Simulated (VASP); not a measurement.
Write the native input for VASP 6.6.1 that does the following.

| Item | Value |
| --- | --- |
| Task | relaxation of cell and atoms |
| Functional | PBEsol |
| Potentials or basis | VASP PAW PBE potentials, release 64 (Pb_d, Se) |
| Cutoff | 600 eV |
| k mesh | 14 × 14 × 14 |
| Occupations | fermi-dirac, width 0.08 eV |
| Spin | no spin polarisation |
| Dipole correction | no |
| Further INCAR settings | ALGO = Normal; EDIFF = 1e-07; IBRION = 2; EDIFFG = -0.002; NSW = 100; ISIF = 3 |

The structure of PbSe lies in POSCAR:

```
PbSe
1.0
    0.0000000000      3.0606500000      3.0606500000
    3.0606500000      0.0000000000      3.0606500000
    3.0606500000      3.0606500000      0.0000000000
Pb Se
1 1
Direct
    0.0000000000      0.0000000000      0.0000000000
    0.5000000000      0.5000000000      0.5000000000
```

The input as run:

INCAR

```
SYSTEM = PbSe
ALGO = Normal
EDIFF = 1E-7
EDIFFG = -0.002
ENCUT = 600
GGA = PS
IBRION = 2
ISIF = 3
ISMEAR = -1
LASPH = .True.
LCHARG = .False.
LREAL = .False.
LWAVE = .False.
NELM = 100
NSW = 100
PREC = Accurate
SIGMA = 0.08
```

KPOINTS

```
k-points
0
Gamma
  14 14 14
  0 0 0
```

Potentials or basis: VASP PAW PBE potentials, release 64 (Pb_d, Se).

Command:

```sh
$ cat potpaw_PBE.64/Pb_d/POTCAR potpaw_PBE.64/Se/POTCAR > POTCAR
$ mpirun -np 1 vasp_std > vasp.out
```

Results of the run:

```yaml
Relaxed_volume: 28.43 Å³/atom
Relaxed_cell: a = 4.316 Å, b = 4.316 Å, c = 4.316 Å, α = 60.00°, β = 60.00°, γ = 60.00°
Space_group_after_relaxing_to_0.1_Å: Fm-3m (No. 225)
Energy_gained_by_relaxing: 0.3 meV/atom
Ionic_steps: 3
Pressure_after_relaxing: 0.0 GPa
Band_gap_on_the_k_mesh: 0.17 eV
```

Caveat: the PAW data sets were made with another functional, which shifts forces and pressure a little; spin-orbit coupling is left out, which moves the levels of the heavy elements.

Run time: 4 min on 1 thread of Intel Xeon 8259CL, on a shared host, peak memory 0.29 GiB.
